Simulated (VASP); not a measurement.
# Ga2P: single point with PBE

Crystal: Ga2P.

```xyz
6
Lattice="3.7092 0.0000 0.0000 0.0000 3.7092 0.0000 0.0000 0.0000 7.9205" Properties=species:S:1:pos:R:3 pbc="T T T"
Ga    0.0000    0.0000    0.0000
Ga    1.8546    1.8546    0.0000
Ga    0.0000    1.8546    2.8611
Ga    1.8546    0.0000    5.0595
P     0.0000    1.8546    5.3962
P     1.8546    0.0000    2.5243
```

| Item | Value |
| --- | --- |
| Program | VASP 6.6.1 |
| Task | single point |
| Functional | PBE |
| Potentials or basis | VASP PAW PBE potentials, release 64 (Ga_d, P) |
| Cutoff | 500 eV |
| k mesh | 6 × 6 × 2 |
| Occupations | gaussian, width 0.1 eV |
| Spin | no spin polarisation |

```
Pressure               : 0.1 GPa
Largest force          : 0.038 eV/Å
Band gap on the k mesh : zero (bands 31 and 32 overlap by 5.97 eV)
```

Forces in eV/Å, atoms in the order of the input:
```
Ga   0.000  0.000  0.000
Ga   0.000  0.000  0.000
Ga   0.000  0.000  0.038
Ga   0.000  0.000 -0.038
P    0.000  0.000 -0.011
P    0.000  0.000  0.011
```

Stress tensor (GPa, compression positive):
```
 0.31  0.00  0.00
 0.00  0.31  0.00
 0.00  0.00 -0.38
```

Levels at points of the mesh, in eV from the Fermi level:
| k point | band 28 | band 29 | band 30 | band 31 | band 32 | band 33 | band 34 | band 35 |
| --- | --- | --- | --- | --- | --- | --- | --- | --- |
| (0.00, 0.00, 0.00) | -1.72 | -0.96 | -0.96 | -0.17 | 0.80 | 0.83 | 0.83 | 1.80 |
| (0.50, 0.00, 0.00) | -1.01 | -0.28 | -0.28 | 0.96 | 0.96 | 2.28 | 2.28 | 3.11 |
| (0.50, 0.50, 0.00) | -3.98 | -3.93 | -3.93 | -3.56 | -3.56 | 0.82 | 0.82 | 3.21 |
| (0.00, 0.00, 0.50) | -1.44 | -1.44 | -1.13 | 0.48 | 0.86 | 1.33 | 1.33 | 2.98 |
| (0.50, 0.00, 0.50) | -2.94 | -0.24 | -0.24 | 2.41 | 2.41 | 2.63 | 2.63 | 3.02 |
| (0.50, 0.50, 0.50) | -5.34 | -2.28 | -2.28 | -2.27 | -2.27 | -1.19 | -1.19 | 1.52 |

It took 36 s on 1 thread of Intel(R) Xeon(R) 6975P-C (Granite Rapids), on a shared host, peak memory 0.23 GiB.

Caveat: the k points lie up to 0.40 Å⁻¹ apart, too coarse for converged energies and pressures of a metal.
